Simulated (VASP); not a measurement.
# Ge (Imma) in VASP: further runs, part 2 of 3

VASP 6.6.1. Earlier steps stand in the parts before.

## Step 3: Single point, LDA (engineering shear strain xy -0.0533, normal strain along z +0.0000)

The input, INCAR:

```
SYSTEM = Ge
PREC     = Accurate       ! precision mode
ENCUT    = 520            ! plane-wave cutoff, eV
EDIFF    = 1E-6           ! SCF threshold, eV
ISMEAR   = 0              ! smearing method
SIGMA    = 0.15           ! smearing width, eV
LREAL    = .FALSE.        ! projectors in reciprocal space
LASPH    = .TRUE.         ! aspherical terms in the spheres
NELM     = 80             ! most SCF steps
ALGO     = Normal         ! electronic algorithm
ISIF     = 2              ! what is computed and relaxed
LWAVE    = .FALSE.        ! write WAVECAR
LCHARG   = .TRUE.         ! write CHGCAR
LELF     = .TRUE.         ! ELF
LVHAR    = .TRUE.       
NBANDS   = 21             ! bands
```

The input, KPOINTS:

```
Automatic mesh
0
G
  14 14 14
  0 0 0
```

The input, POSCAR:

```
Ge
1.0
   -0.0749107924      2.8109115346      2.8109115346
    2.8109115346     -0.0749107924      2.8109115346
    2.7360007422      2.7360007422      0.0000000000
Ge
2
Direct
    0.5000000000      0.5000000000      0.5000000000
    0.7500000000      0.7500000000      0.7500000000
```

Potentials or basis: VASP PAW LDA potentials, release 64 (Ge_d).

Launch:

```
$ cat potpaw_LDA.64/Ge_d/POTCAR > POTCAR
$ mpirun -np 1 vasp_std > vasp.out
```

OUTCAR:

```text
SYSTEM = Ge
   PREC = Accurate
   ENCUT = 520
   EDIFF = 1E-6
   ISMEAR = 0
   LREAL = .FALSE.
   LASPH = .TRUE.
   NELM = 80
   ISIF = 2

 ion  position               nearest neighbor table
   1  0.500  0.500  0.500-   2 2.39   2 2.39   2 2.48   2 2.48
   2  0.750  0.750  0.750-   1 2.39   1 2.39   1 2.48   1 2.48

  LATTYP: Found a body centered orthorhombic cell.
 ALAT       =     3.8692893563
 B/A-ratio  =     1.0547593363
 C/A-ratio  =     1.4529342604

  Lattice vectors:

 A1 = (   0.0749107924,  -2.8109115346,  -2.8109115346)
 A2 = (  -0.0749107924,   2.8109115346,  -2.8109115346)
 A3 = (   2.8109115346,  -0.0749107924,   2.8109115346)

Analysis of symmetry for initial positions (statically):
=====================================================================
 Subroutine PRICEL returns:
 Original cell was already a primitive cell.

 Routine SETGRP: Setting up the symmetry group for a
 body centered orthorhombic supercell.

 Subroutine GETGRP returns: Found  8 space group operations
 (whereof  4 operations were pure point group operations)
 out of a pool of  8 trial point group operations.

The static configuration has the point symmetry C_2v.
 The point group associated with its full space group is D_2h.

Analysis of symmetry for dynamics (positions and initial velocities):
=====================================================================
 Subroutine PRICEL returns:
 Original cell was already a primitive cell.

 Routine SETGRP: Setting up the symmetry group for a
 body centered orthorhombic supercell.

 Subroutine GETGRP returns: Found  8 space group operations
 (whereof  4 operations were pure point group operations)
 out of a pool of  8 trial point group operations.

The dynamic configuration has the point symmetry C_2v.
 The point group associated with its full space group is D_2h.

 Subroutine INISYM returns: Found  8 space group operations
 (whereof  4 operations are pure point group operations),
 and found     1 'primitive' translations

----------------------------------------------------------------------------------------

                                     Primitive cell

  volume of cell :      44.3877

  direct lattice vectors                    reciprocal lattice vectors
    -0.074910792  2.810911535  2.810911535    -0.173260840  0.173260840  0.177878241
     2.810911535 -0.074910792  2.810911535     0.173260840 -0.173260840  0.177878241
     2.736000742  2.736000742  0.000000000     0.182748488  0.182748488 -0.177878241

  length of vectors
     3.975934977  3.975934977  3.869289356     0.302785908  0.302785908  0.313743030

  position of ions in fractional coordinates (direct lattice)
     0.500000000  0.500000000  0.500000000
     0.750000000  0.750000000  0.750000000

  ion indices of the primitive-cell ions
   primitive index   ion index
                 1           1
                 2           2

----------------------------------------------------------------------------------------

 KPOINTS: Automatic mesh

Automatic generation of k-mesh.
 Grid dimensions read from file:
 generate k-points for:   14   14   14

 Generating k-lattice:

  Cartesian coordinates                     Fractional coordinates (reciprocal lattice)
    -0.012375774  0.012375774  0.012705589     0.071428571  0.000000000  0.000000000
     0.012375774 -0.012375774  0.012705589     0.000000000  0.071428571  0.000000000
     0.013053463  0.013053463 -0.012705589     0.000000000  0.000000000  0.071428571

  Length of vectors
     0.021627565  0.021627565  0.022410216

  Shift w.r.t. Gamma in fractional coordinates (k-lattice)
     0.000000000  0.000000000  0.000000000

 Subroutine IBZKPT returns following result:
 ===========================================

 Found    428 irreducible k-points:

 Following reciprocal coordinates:
            Coordinates               Weight
  0.000000  0.000000  0.000000      1.000000
  0.071429  0.000000  0.000000      4.000000
  0.142857  0.000000  0.000000      4.000000
  0.214286  0.000000  0.000000      4.000000
  0.285714  0.000000  0.000000      4.000000
  0.357143  0.000000  0.000000      4.000000
[... 16 lines left out ...]
  0.214286  0.142857  0.000000      4.000000
  0.285714  0.142857  0.000000      4.000000
 [... further k-points ...]
   k-points           NKPTS =    428   k-points in BZ     NKDIM =    428   number of bands    NBANDS=     21
   number of dos      NEDOS =    301   number of ions     NIONS =      2
   total plane-waves  NPLWV =  27000
   dimension x,y,z NGX =    30 NGY =   30 NGZ =   30
   dimension x,y,z NGXF=    60 NGYF=   60 NGZF=   60
   ions per type =               2
   NGX,Y,Z   is equivalent  to a cutoff of  12.54, 12.54, 12.89 a.u.
   NGXF,Y,Z  is equivalent  to a cutoff of  25.09, 25.09, 25.78 a.u.
 SYSTEM =  Ge
   PREC   = accura    normal or accurate (medium, high low for compatibility)
   ISTART =      0    job   : 0-new  1-cont  2-samecut
   ICHARG =      2    charge: 1-file 2-atom 10-const
   ISPIN  =      1    spin polarized calculation?
   LNONCOLLINEAR =      F non collinear calculations
   LSORBIT =      F    spin-orbit coupling
   LASPH  =      T    aspherical Exc in radial PAW
   ENCUT  =  520.0 eV  38.22 Ry    6.18 a.u.   7.39  7.39  7.19*2*pi/ulx,y,z
   NELM   =     80;   NELMIN=  2; NELMDL= -5     # of ELM steps
   EDIFF  = 0.1E-05   stopping-criterion for ELM
   LREAL  =      F    real-space projection
   EDIFFG = 0.1E-04   stopping-criterion for IOM
   NSW    =      0    number of steps for IOM
   IBRION =     -1    ionic relax: 0-MD 1-quasi-New 2-CG
   NFREE  =      0    steps in history (QN), initial steepest desc. (CG)
   ISIF   =      2    stress and relaxation
   ISYM   =      2    0-nonsym 1-usesym 2-fastsym
   POTIM  = 0.5000    time-step for ionic-motion
   TEBEG  =    0.0;   TEEND  =   0.0 temperature during run
   PSTRESS=    0.0 pullay stress
   NELECT =      28.0000    total number of electrons
   NUPDOWN=      -1.0000    fix difference up-down
   EMIN   =  10.00;   EMAX   =-10.00  energy-range for DOS
   EFERMI =   0.00;   METHOD = LEGACY
   ISMEAR =     0;   SIGMA  =   0.15  broadening in eV -4-tet -1-fermi 0-gaus
   EFERMI_NEDOS =   21; number of points for ismear=-14 and -15
   IALGO  =     38    algorithm
   IMIX   =      4    mixing-type and parameters
     AMIX     =   0.40;   BMIX     =  1.00
     AMIX_MAG =   1.60;   BMIX_MAG =  1.00
  volume/ion in A,a.u.               =      22.19       149.77
  Fermi-wavevector in a.u.,A,eV,Ry     =   1.404020  2.653212 26.820772  1.971271
  Thomas-Fermi vector in A             =   2.526623
   LORBIT       =      0    0 simple, 1 ext, 2 COOP (PROOUT), +10 PAW based schemes
   GGA     = CA    functional components
   LHFCALC =     F    Hartree Fock is set to
   AEXX    =    0.0000 exact exchange contribution
   IVDW    =     0    specifies the selected vdW correction
   LEPSILON=     F    determine dielectric tensor
   LRPA    =     F    only Hartree local field effects (RPA)
 non-spin polarized calculation
 Gauss-broadening in eV      SIGMA  =   0.15
  energy-cutoff  :      520.00
  volume of cell :       44.39
 maximum number of plane-waves:      1221
 NGX is ok and might be reduce to    30
   NGX = 15   NGY = 15   NGZ = 15

 number of electron      27.9999999 magnetization

 Free energy of the ion-electron system (eV)
  ---------------------------------------------------
  ext. energy  EPLUGINS =         0.00000000
  ---------------------------------------------------
  free energy    TOTEN  =       -10.35795318 eV

  energy without entropy =      -10.35714534  energy(sigma->0) =      -10.35754926

 E-fermi :   4.9096     XC(G=0): -10.3823

 val. band max:        4.8892798034   @ k =   0.0000   0.0000   0.0000
 cond. band min:       4.9731651271   @ k =   0.0000   0.0000   0.0000
 fundamental gap:      0.0838853237
 Fermi energy:         4.9096253405

 k-point     1 :       0.0000    0.0000    0.0000
  band No.  band energies     occupation
      1     -20.0853      2.00000
      2     -20.0551      2.00000
      3     -20.0241      2.00000
      4     -20.0176      2.00000
      5     -20.0152      2.00000
      6     -19.8217      2.00000
[... 13 lines left out ...]
     20      14.5271      0.00000
     21      14.5563      0.00000
[... 529 lines left out ...]
 k-point    24 :       0.2857    0.1429    0.0000
  band No.  band energies     occupation
      1     -20.0979      2.00000
      2     -20.0697      2.00000
      3     -20.0357      2.00000
      4     -19.9862      2.00000
      5     -19.9680      2.00000
      6     -19.8551      2.00000
[... 13 lines left out ...]
     20      14.0556      0.00000
     21      15.0242      0.00000

 [... further k-points ...]

------------------------ aborting loop because EDIFF is reached ----------------------------------------

  FORCE on cell =-STRESS in cart. coord.  units (eV):
  Direction    XX          YY          ZZ          XY          YZ          ZX
  --------------------------------------------------------------------------------------
  -------------------------------------------------------------------------------------
  Total        0.1379223      0.1379223      0.1048526      1.2783838      0.0000000      0.0000000
  in kB        4.9783119      4.9783119      3.7846585     46.1433238      0.0000000      0.0000000
  external PRESSURE =       4.5804274 kB  Pullay stress =       0.0000000 kB

 VOLUME and BASIS-vectors are now :
 -----------------------------------------------------------------------------
  energy-cutoff  :      520.00
  volume of cell :       44.39
      direct lattice vectors                 reciprocal lattice vectors
    -0.074910792  2.810911535  2.810911535    -0.173260840  0.173260840  0.177878241
     2.810911535 -0.074910792  2.810911535     0.173260840 -0.173260840  0.177878241
     2.736000742  2.736000742  0.000000000     0.182748488  0.182748488 -0.177878241

 POSITION                                       TOTAL-FORCE (eV/Angst)
 -----------------------------------------------------------------------------------
      2.73600      2.73600      2.81091        -0.000000     -0.000000     -0.473810
      4.10400      4.10400      4.21637         0.000000      0.000000      0.473810
 -----------------------------------------------------------------------------------
    total drift:                                0.000000     -0.000000      0.000000

  FREE ENERGIE OF THE ION-ELECTRON SYSTEM (eV)
  ---------------------------------------------------
  free  energy   TOTEN  =       -10.3579531814 eV

  energy  without entropy=      -10.3571453423  energy(sigma->0) =      -10.35754926
```

Wall time 8.4 min (1 thread of Intel Xeon 8259CL, shared host); peak memory 0.39 GiB.

What came out:

* Free energy: -10.3580 eV
* Pressure: 0.5 GPa
* Largest force: 0.474 eV/Å
* Band gap on the k mesh: zero (bands 14 and 15 overlap by 0.07 eV)

Forces in eV/Å, atoms in the order of the input:
```
Ge   0.000  0.000 -0.474
Ge   0.000  0.000  0.474
```

Caveat: the cell differs from its parent crystal (engineering shear strain xy -0.0533, normal strain along z +0.0000); semilocal functionals underestimate gaps, and a narrow one can read as zero.

(Part 2 of 3 ends here.)

The gap in the log of VASP goes by the Fermi energy; the results here count the filled bands.